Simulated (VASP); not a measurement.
Input of a VASP 6.6.1 run:

The input INCAR:

```
PREC = Accurate
ENCUT = 520
EDIFF = 1E-6
ISMEAR = 0
SIGMA = 0.1
LREAL = F
LASPH = T
NELM = 100
ALGO = Normal
ISIF = 2
LWAVE = F
LCHARG = T
GGA = PE
LELF = T
LVHAR = T
NBANDS = 26
```

Contents of KPOINTS:

```
Automatic mesh
0
Gamma
  6 6 6
```

Contents of POSCAR:

```
GaB2As3
1.0
   -1.7956855195      1.7956855195      7.8256568664
    1.7956855195     -1.7956855195      7.8256568664
    1.7956855195      1.7956855195     -7.8256568664
Ga B As
1 2 3
Direct
    0.5000000000      0.5000000000      0.0000000000
    0.8249404296      0.8249404296      0.0000000000
    0.1750595704      0.1750595704      0.0000000000
    0.3987380671      0.8987380671      0.5000000000
    0.1012619329      0.6012619329      0.5000000000
    0.7500000000      0.2500000000      0.5000000000
```

Potentials or basis: VASP PAW PBE potentials, release 64 (Ga_d, B, As).

Launch:

```bash
$ cat potpaw_PBE.64/Ga_d/POTCAR potpaw_PBE.64/B/POTCAR potpaw_PBE.64/As/POTCAR > POTCAR
$ mpirun -np 1 vasp_std > vasp.out
```

**Question.** Predict the pressure.

**Answer.** 0.3 GPa.

**Question.** Predict the largest force.

**Answer.** 0.019 eV/Å.

Stress tensor (GPa, compression positive):
```
0.12 0.00 0.00
0.00 0.12 0.00
0.00 0.00 0.56
```
